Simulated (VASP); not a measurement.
# RbP3 (Pm-3m) in VASP: notebook

Runs on RbP3. Level: PBE. Tasks: single point, relaxation of cell and atoms.

Everything below comes from runs of VASP 6.6.1. Logs are shortened: lines on timing, memory, paths and dates and some standing lists are left out, and cuts for length are marked.

## 1. The cell of the first run

Symmetry: Pm-3m, No. 221, cubic system. Conventional cell: a = 4.362 Å, b = 4.362 Å, c = 4.362 Å, α = 90.00°, β = 90.00°, γ = 90.00°. Rb (site symmetry m-3m) has 12 P at 3.08 Å within 4.1 Å. Within 4.1 Å of P (site symmetry 4/mmm) lie 4 Rb at 3.08 Å and 8 P at 3.08 Å.

## 2. Single point, PBE

Input file INCAR:

```
PREC = Accurate
ENCUT = 520
EDIFF = 1E-6
ISMEAR = 0
SIGMA = 0.1
LREAL = False
LASPH = True
NELM = 100
ALGO = Normal
ISIF = 2
LWAVE = False
LCHARG = True
GGA = PE
LELF = True
LVHAR = True
NBANDS = 20
```

Input file KPOINTS:

```
regular mesh
0
Gamma
  10 10 10
```

Input file POSCAR:

```
RbP3
1.0
    4.3619130159      0.0000000000      0.0000000000
    0.0000000000      4.3619130159      0.0000000000
    0.0000000000      0.0000000000      4.3619130159
Rb P
1 3
Direct
    0.0000000000      0.0000000000      0.0000000000
    0.0000000000      0.5000000000      0.5000000000
    0.5000000000      0.0000000000      0.5000000000
    0.5000000000      0.5000000000      0.0000000000
```

Potentials or basis: VASP PAW PBE potentials, release 64 (Rb_sv, P).

Run with:

```sh
cat potpaw_PBE.64/Rb_sv/POTCAR potpaw_PBE.64/P/POTCAR > POTCAR
mpirun -np 1 vasp_std > vasp.out
```

OUTCAR:

```text
PREC = Accurate
   ENCUT = 520
   EDIFF = 1E-6
   ISMEAR = 0
   LREAL = False
   LASPH = True
   NELM = 100
   ISIF = 2
   GGA = PE

 ion  position               nearest neighbor table
   1  0.000  0.000  0.000-   2 3.08   3 3.08   4 3.08   2 3.08   3 3.08   2 3.08   4 3.08   2 3.08
                             3 3.08   4 3.08   3 3.08   4 3.08
   2  0.000  0.500  0.500-   1 3.08   1 3.08   1 3.08   1 3.08
   3  0.500  0.000  0.500-   1 3.08   1 3.08   1 3.08   1 3.08
   4  0.500  0.500  0.000-   1 3.08   1 3.08   1 3.08   1 3.08

  LATTYP: Found a simple cubic cell.
 ALAT       =     4.3619130159

  Lattice vectors:

 A1 = (   4.3619130159,   0.0000000000,   0.0000000000)
 A2 = (   0.0000000000,   4.3619130159,   0.0000000000)
 A3 = (   0.0000000000,   0.0000000000,   4.3619130159)

Analysis of symmetry for initial positions (statically):
=====================================================================
 Subroutine PRICEL returns:
 Original cell was already a primitive cell.

 Routine SETGRP: Setting up the symmetry group for a
 simple cubic supercell.

 Subroutine GETGRP returns: Found 48 space group operations
[... 9 lines left out ...]

 Routine SETGRP: Setting up the symmetry group for a
 simple cubic supercell.

 Subroutine GETGRP returns: Found 48 space group operations
[... 11 lines left out ...]
                                     Primitive cell

  volume of cell :      82.9910

  direct lattice vectors                    reciprocal lattice vectors
     4.361913016  0.000000000  0.000000000     0.229257208  0.000000000  0.000000000
     0.000000000  4.361913016  0.000000000     0.000000000  0.229257208  0.000000000
     0.000000000  0.000000000  4.361913016     0.000000000  0.000000000  0.229257208

  length of vectors
     4.361913016  4.361913016  4.361913016     0.229257208  0.229257208  0.229257208

  position of ions in fractional coordinates (direct lattice)
     0.000000000  0.000000000  0.000000000
     0.000000000  0.500000000  0.500000000
     0.500000000  0.000000000  0.500000000
     0.500000000  0.500000000  0.000000000

  ion indices of the primitive-cell ions
   primitive index   ion index
                 1           1
                 2           2
                 3           3
                 4           4

----------------------------------------------------------------------------------------

 KPOINTS: regular mesh

Automatic generation of k-mesh.
 Grid dimensions read from file:
 generate k-points for:   10   10   10

 Generating k-lattice:

  Cartesian coordinates                     Fractional coordinates (reciprocal lattice)
     0.022925721  0.000000000  0.000000000     0.100000000  0.000000000  0.000000000
     0.000000000  0.022925721  0.000000000     0.000000000  0.100000000  0.000000000
     0.000000000  0.000000000  0.022925721     0.000000000  0.000000000  0.100000000

  Length of vectors
     0.022925721  0.022925721  0.022925721

  Shift w.r.t. Gamma in fractional coordinates (k-lattice)
     0.000000000  0.000000000  0.000000000

 Subroutine IBZKPT returns following result:
 ===========================================

 Found     56 irreducible k-points:

 Following reciprocal coordinates:
            Coordinates               Weight
  0.000000  0.000000  0.000000      1.000000
  0.100000  0.000000  0.000000      6.000000
  0.200000  0.000000  0.000000      6.000000
  0.300000  0.000000  0.000000      6.000000
  0.400000  0.000000  0.000000      6.000000
  0.500000  0.000000  0.000000      3.000000
[... 16 lines left out ...]
  0.200000  0.100000  0.100000     24.000000
  0.300000  0.100000  0.100000     24.000000
 [... further k-points ...]
   k-points           NKPTS =     56   k-points in BZ     NKDIM =     56   number of bands    NBANDS=     20
   number of dos      NEDOS =    301   number of ions     NIONS =      4
   total plane-waves  NPLWV =  32768
   dimension x,y,z NGX =    32 NGY =   32 NGZ =   32
   dimension x,y,z NGXF=    64 NGYF=   64 NGZF=   64
   ions per type =               1   3
   NGX,Y,Z   is equivalent  to a cutoff of  12.20, 12.20, 12.20 a.u.
   NGXF,Y,Z  is equivalent  to a cutoff of  24.39, 24.39, 24.39 a.u.
 SYSTEM =  unknown system
   PREC   = accura    normal or accurate (medium, high low for compatibility)
   ISTART =      0    job   : 0-new  1-cont  2-samecut
   ICHARG =      2    charge: 1-file 2-atom 10-const
   ISPIN  =      1    spin polarized calculation?
   LNONCOLLINEAR =      F non collinear calculations
   LSORBIT =      F    spin-orbit coupling
   LASPH  =      T    aspherical Exc in radial PAW
   ENCUT  =  520.0 eV  38.22 Ry    6.18 a.u.   8.11  8.11  8.11*2*pi/ulx,y,z
   NELM   =    100;   NELMIN=  2; NELMDL= -5     # of ELM steps
   EDIFF  = 0.1E-05   stopping-criterion for ELM
   LREAL  =      F    real-space projection
   EDIFFG = 0.1E-04   stopping-criterion for IOM
   NSW    =      0    number of steps for IOM
   IBRION =     -1    ionic relax: 0-MD 1-quasi-New 2-CG
   NFREE  =      0    steps in history (QN), initial steepest desc. (CG)
   ISIF   =      2    stress and relaxation
   ISYM   =      2    0-nonsym 1-usesym 2-fastsym
   POTIM  = 0.5000    time-step for ionic-motion
   TEBEG  =    0.0;   TEEND  =   0.0 temperature during run
   PSTRESS=    0.0 pullay stress
   NELECT =      24.0000    total number of electrons
   NUPDOWN=      -1.0000    fix difference up-down
   EMIN   =  10.00;   EMAX   =-10.00  energy-range for DOS
   EFERMI =   0.00;   METHOD = LEGACY
   ISMEAR =     0;   SIGMA  =   0.10  broadening in eV -4-tet -1-fermi 0-gaus
   EFERMI_NEDOS =   21; number of points for ismear=-14 and -15
   IALGO  =     38    algorithm
   IMIX   =      4    mixing-type and parameters
     AMIX     =   0.40;   BMIX     =  1.00
     AMIX_MAG =   1.60;   BMIX_MAG =  1.00
  volume/ion in A,a.u.               =      20.75       140.01
  Fermi-wavevector in a.u.,A,eV,Ry     =   1.082601  2.045818 15.946354  1.172024
  Thomas-Fermi vector in A             =   2.218646
   LORBIT       =      0    0 simple, 1 ext, 2 COOP (PROOUT), +10 PAW based schemes
   GGA     = PE    functional components
   LHFCALC =     F    Hartree Fock is set to
   AEXX    =    0.0000 exact exchange contribution
   IVDW    =     0    specifies the selected vdW correction
   LEPSILON=     F    determine dielectric tensor
   LRPA    =     F    only Hartree local field effects (RPA)
 non-spin polarized calculation
 Gauss-broadening in eV      SIGMA  =   0.10
  energy-cutoff  :      520.00
  volume of cell :       82.99
 maximum number of plane-waves:      2272
   NGX = 17   NGY = 17   NGZ = 17

 number of electron      23.9999997 magnetization

 Free energy of the ion-electron system (eV)
  ---------------------------------------------------
  ext. energy  EPLUGINS =         0.00000000
  ---------------------------------------------------
  free energy    TOTEN  =       -13.58812234 eV

  energy without entropy =      -13.57599333  energy(sigma->0) =      -13.58205783

 E-fermi :   4.5968     XC(G=0): -10.0855

 val. band max:        4.5846798603   @ k =   0.3000   0.1000   0.0000
 cond. band min:       4.6048023189   @ k =   0.4000   0.2000   0.0000
 fundamental gap:      0.0201224586
 Fermi energy:         4.5967931226

 k-point     1 :       0.0000    0.0000    0.0000
  band No.  band energies     occupation
      1     -20.9524      2.00000
      2      -7.2984      2.00000
      3      -5.4337      2.00000
      4      -5.4337      2.00000
      5      -5.4337      2.00000
      6      -3.2689      2.00000
[... 12 lines left out ...]
     19       9.0543      0.00000
     20       9.5364      0.00000

 k-point     2 :       0.1000    0.0000    0.0000
  band No.  band energies     occupation
      1     -20.9503      2.00000
      2      -7.3207      2.00000
      3      -5.4392      2.00000
      4      -5.4226      2.00000
      5      -5.4226      2.00000
      6      -3.2870      2.00000
[... 12 lines left out ...]
     19       9.4710      0.00000
     20       9.6070      0.00000

 k-point     3 :       0.2000    0.0000    0.0000
  band No.  band energies     occupation
      1     -20.9446      2.00000
      2      -7.3850      2.00000
      3      -5.4262      2.00000
      4      -5.3932      2.00000
      5      -5.3932      2.00000
      6      -3.3692      2.00000
[... 12 lines left out ...]
     19       9.8167      0.00000
     20      10.4712      0.00000

 k-point     4 :       0.3000    0.0000    0.0000
  band No.  band energies     occupation
      1     -20.9375      2.00000
      2      -7.4737      2.00000
      3      -5.3561      2.00000
      4      -5.3560      2.00000
      5      -5.3560      2.00000
      6      -3.5361      2.00000
[... 12 lines left out ...]
     19      10.6307      0.00000
     20      11.7128      0.00000

 k-point     5 :       0.4000    0.0000    0.0000
  band No.  band energies     occupation
      1     -20.9317      2.00000
      2      -7.5505      2.00000
      3      -5.3252      2.00000
      4      -5.3252      2.00000
      5      -5.2487      2.00000
      6      -3.7278      2.00000
[... 12 lines left out ...]
     19      11.6038      0.00000
     20      12.2472      0.00000

 k-point     6 :       0.5000    0.0000    0.0000
  band No.  band energies     occupation
      1     -20.9295      2.00000
      2      -7.5806      2.00000
      3      -5.3132      2.00000
      4      -5.3132      2.00000
      5      -5.1914      2.00000
      6      -3.8182      2.00000
[... 12 lines left out ...]
     19      11.9218      0.00000
     20      12.0215      0.00000

 k-point     7 :       0.1000    0.1000    0.0000
  band No.  band energies     occupation
      1     -20.9481      2.00000
      2      -7.3324      2.00000
      3      -5.5856      2.00000
      4      -5.4117      2.00000
      5      -5.2736      2.00000
      6      -3.2797      2.00000
[... 12 lines left out ...]
     19       9.5524      0.00000
     20       9.9436      0.00000
[... 277 lines left out ...]
 k-point    20 :       0.5000    0.4000    0.0000
  band No.  band energies     occupation
      1     -20.9115      2.00000
      2      -6.8137      2.00000
      3      -6.5899      2.00000
      4      -5.2273      2.00000
      5      -5.0354      2.00000
      6      -3.5452      2.00000
[... 12 lines left out ...]
     19      13.3078      0.00000
     20      13.3434      0.00000

 k-point    21 :       0.5000    0.5000    0.0000
  band No.  band energies     occupation
      1     -20.9096      2.00000
      2      -6.6557      2.00000
      3      -6.6557      2.00000
      4      -5.2655      2.00000
      5      -5.2180      2.00000
      6      -3.4200      2.00000
[... 12 lines left out ...]
     19      13.0336      0.00000
     20      13.0336      0.00000

 k-point    22 :       0.1000    0.1000    0.1000
  band No.  band energies     occupation
      1     -20.9460      2.00000
      2      -7.3363      2.00000
      3      -5.5661      2.00000
      4      -5.5661      2.00000
      5      -5.1284      2.00000
      6      -3.2770      2.00000
[... 12 lines left out ...]
     19       9.4817      0.00000
     20      10.3060      0.00000

 k-point    23 :       0.2000    0.1000    0.1000
  band No.  band energies     occupation
      1     -20.9404      2.00000
      2      -7.3558      2.00000
      3      -5.7324      2.00000
      4      -5.5135      2.00000
      5      -4.9557      2.00000
      6      -3.3600      2.00000
[... 12 lines left out ...]
     19      10.0355      0.00000
     20      10.6873      0.00000

 k-point    24 :       0.3000    0.1000    0.1000
  band No.  band energies     occupation
      1     -20.9335      2.00000
      2      -7.3986      2.00000
      3      -5.8182      2.00000
      4      -5.4451      2.00000
      5      -4.7944      2.00000
      6      -3.5425      2.00000
[... 12 lines left out ...]
     19      11.0841      0.00000
     20      11.1160      0.00000

 [... further k-points ...]
[... 5 lines left out ...]
  --------------------------------------------------------------------------------------
  -------------------------------------------------------------------------------------
  Total        0.0727238      0.0727238      0.0727238     -0.0000000     -0.0000000      0.0000000
  in kB        1.4039651      1.4039651      1.4039651     -0.0000000     -0.0000000      0.0000000
  external PRESSURE =       1.4039651 kB  Pullay stress =       0.0000000 kB

 VOLUME and BASIS-vectors are now :
 -----------------------------------------------------------------------------
  energy-cutoff  :      520.00
  volume of cell :       82.99
      direct lattice vectors                 reciprocal lattice vectors
     4.361913016  0.000000000  0.000000000     0.229257208  0.000000000  0.000000000
     0.000000000  4.361913016  0.000000000     0.000000000  0.229257208  0.000000000
     0.000000000  0.000000000  4.361913016     0.000000000  0.000000000  0.229257208

 POSITION                                       TOTAL-FORCE (eV/Angst)
 -----------------------------------------------------------------------------------
      0.00000      0.00000      0.00000         0.000000      0.000000      0.000000
      0.00000      2.18096      2.18096         0.000000      0.000000      0.000000
      2.18096      0.00000      2.18096         0.000000      0.000000      0.000000
      2.18096      2.18096      0.00000         0.000000      0.000000      0.000000
 -----------------------------------------------------------------------------------
    total drift:                                0.000000     -0.000000     -0.000000

  FREE ENERGIE OF THE ION-ELECTRON SYSTEM (eV)
  ---------------------------------------------------
  free  energy   TOTEN  =       -13.5881223384 eV

  energy  without entropy=      -13.5759933278  energy(sigma->0) =      -13.58205783
```

It took 37 s on 1 thread of Intel Xeon Platinum 8488C (Sapphire Rapids), shared host; peak memory 0.22 GiB.

Results:

```
Free energy            : -13.5881 eV
Pressure               : 0.1 GPa
Band gap on the k mesh : zero (band 12 reaches 7.67 eV, above the bottom of band 13 at 4.14 eV)
```

Levels at points of the mesh, in eV from the Fermi level:
| k point | band 10 | band 11 | band 12 | band 13 | band 14 | band 15 |
| --- | --- | --- | --- | --- | --- | --- |
| (0.00, 0.00, 0.00) | -2.80 | 0.50 | 0.50 | 0.50 | 3.21 | 3.21 |
| (0.50, 0.00, 0.00) | -1.39 | -0.60 | -0.46 | -0.46 | -0.26 | 1.95 |
| (0.50, 0.50, 0.00) | -1.33 | -1.33 | -1.08 | 0.01 | 0.01 | 2.78 |
| (0.50, 0.50, 0.50) | -2.26 | -2.26 | 3.07 | 3.07 | 3.07 | 3.22 |

(Continued in part 2 of 2.)
